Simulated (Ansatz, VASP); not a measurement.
## Two plane-wave programs on Si

The input POSCAR:

```
Si
1.0
    3.8313174600      0.0000000000      0.0000000000
   -1.9156587300      3.3180182500      0.0000000000
    0.0000000000      0.0000000000      6.3326220000
Si
4
Direct
    0.3333333300      0.6666666700      0.0630095000
    0.6666666700      0.3333333300      0.5630095000
    0.3333333300      0.6666666700      0.4369905000
    0.6666666700      0.3333333300      0.9369905000
```

The input INCAR.step1:

```
SYSTEM = Si
ALGO     = Normal         ! electronic algorithm
EDIFF    = 1E-5           ! SCF threshold, eV
ENCUT    = 550            ! plane-wave cutoff, eV
GGA      = PE             ! functional
GGA_COMPAT= .FALSE.      
ISMEAR   = 0              ! smearing method
LASPH    = .TRUE.         ! aspherical terms in the spheres
LCHARG   = .FALSE.        ! write CHGCAR
LREAL    = .FALSE.        ! projectors in reciprocal space
LWAVE    = .TRUE.         ! write WAVECAR
NBANDS   = 16             ! bands
NELM     = 120            ! most SCF steps
PREC     = Accurate       ! precision mode
SIGMA    = 0.1            ! smearing width, eV
```

File INCAR.step2:

```
SYSTEM = Si
ALGO     = Normal         ! electronic algorithm
BPARAM   = 11.95        
CPARAM   = 0.0093       
EDIFF    = 1E-6           ! SCF threshold, eV
ENCUT    = 550            ! plane-wave cutoff, eV
GGA_COMPAT= .FALSE.      
ISIF     = 2              ! what is computed and relaxed
ISMEAR   = 0              ! smearing method
ISTART   = 1            
IVDW_NL  = 2            
LASPH    = .TRUE.         ! aspherical terms in the spheres
LCHARG   = .FALSE.        ! write CHGCAR
LMIXTAU  = .TRUE.       
LREAL    = .FALSE.        ! projectors in reciprocal space
LUSE_VDW = .TRUE.       
LWAVE    = .FALSE.        ! write WAVECAR
METAGGA  = R2SCAN         ! meta-GGA
NBANDS   = 16             ! bands
NELM     = 120            ! most SCF steps
PREC     = Accurate       ! precision mode
SIGMA    = 0.1            ! smearing width, eV
```

File KPOINTS:

```
k-points
0
G
  6 6 4
  0 0 0
```

Input for Ansatz:

```yaml
crystal:
  lattice:
    - [3.83131746, 0.0, 0.0]
    - [-1.91565873, 3.31801825, 0.0]
    - [0.0, 0.0, 6.332622]
  atoms:
    - { symbol: Si, position: [0.33333333, 0.66666667, 0.0630095] }
    - { symbol: Si, position: [0.66666667, 0.33333333, 0.5630095] }
    - { symbol: Si, position: [0.33333333, 0.66666667, 0.4369905] }
    - { symbol: Si, position: [0.66666667, 0.33333333, 0.9369905] }
basis:
  ecutwfc: 500
kpoints:
  mp_grid: { grid: [6, 6, 4] }
hamiltonian:
  xc: r2scan
  dispersion: rvv10
  pseudopotentials: { kind: paw, azcp: { folder: soft_1 } }
scf:
  occupations: { method: gaussian, width: 0.1 }
output:
  forces: true
  stress: true
  eigenvalues: true
```

Alike in both runs: task single point; functional r2SCAN; dispersion rVV10; k mesh 6 × 6 × 4; occupations gaussian, width 0.1 eV; no spin polarisation.

|  | VASP | Ansatz |
| --- | --- | --- |
| version | VASP 6.6.1 | Ansatz 0.2.0 |
| potentials or method | VASP PAW PBE potentials, release 64 (Si), cutoff 550 eV | scalar-relativistic, plane waves, PAW |
| valence electrons in the cell | 16 | 16 |

```tsv
	VASP	Ansatz	Ansatz less VASP
gap on the k mesh at the Fermi level (eV)	0.57	0.56	-0.011
least direct gap on the mesh (eV)	1.35	1.34	-0.012
pressure (GPa)	-0.5	-0.2	+0.21
rms of the force components (eV/Å)	0.005	0.005	-0.0006
```

VASP's potentials were made for PBE, not for r2SCAN. Atom by atom the forces differ by 0.001 eV/Å (rms over components).
